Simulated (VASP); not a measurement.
**BaP: single point with PBE**

Crystal: BaP.

```xyz
2
Lattice="3.9089 0.0000 0.0000 0.0000 3.9089 0.0000 0.0000 0.0000 3.9089" Properties=species:S:1:pos:R:3 pbc="T T T"
Ba    0.0000    0.0000    0.0000
P     1.9545    1.9545    1.9545
```

The cell was built from a structure type or drawn by symmetry, and may not be a known phase.

| Quantity | Value |
| --- | --- |
| Program | VASP 6.6.1 |
| Task | single point |
| Functional | PBE |
| Potentials or basis | VASP PAW PBE potentials, release 64 (Ba_sv, P) |
| Cutoff | 520 eV |
| k mesh | 4 × 4 × 4 |
| Occupations | gaussian, width 0.1 eV |
| Spin | no spin polarisation |
| Dipole correction | no |
| Further INCAR settings | ALGO = Normal; EDIFF = 1e-06; NBANDS = 14 |

```
Pressure               : 1.3 GPa
Band gap on the k mesh : zero (an odd number of electrons rules out a gap without spin polarisation)
```

Levels at points of the mesh, in eV from the Fermi level:
```csv
k point,band 5,band 6,band 7,band 8,band 9,band 10
"(0.00, 0.00, 0.00)",-9.41,0.43,0.43,0.43,0.83,0.83
"(0.50, 0.00, 0.00)",-8.19,-2.99,-0.36,-0.36,1.91,5.40
"(0.50, 0.50, 0.00)",-8.73,-1.22,-1.22,0.66,1.48,3.20
"(0.50, 0.50, 0.50)",-8.12,-2.74,-2.74,-2.74,6.54,6.54
```

It took 8.4 s on 1 thread of Intel(R) Xeon(R) Platinum 8259CL CPU @ 2.50GHz (Skylake/Cascade Lake) (shared host), peak memory 0.16 GiB.

Caveat: the k points lie up to 0.40 Å⁻¹ apart, too coarse for converged energies and pressures of a metal; spin-orbit coupling is left out, which moves the levels of the heavy elements.
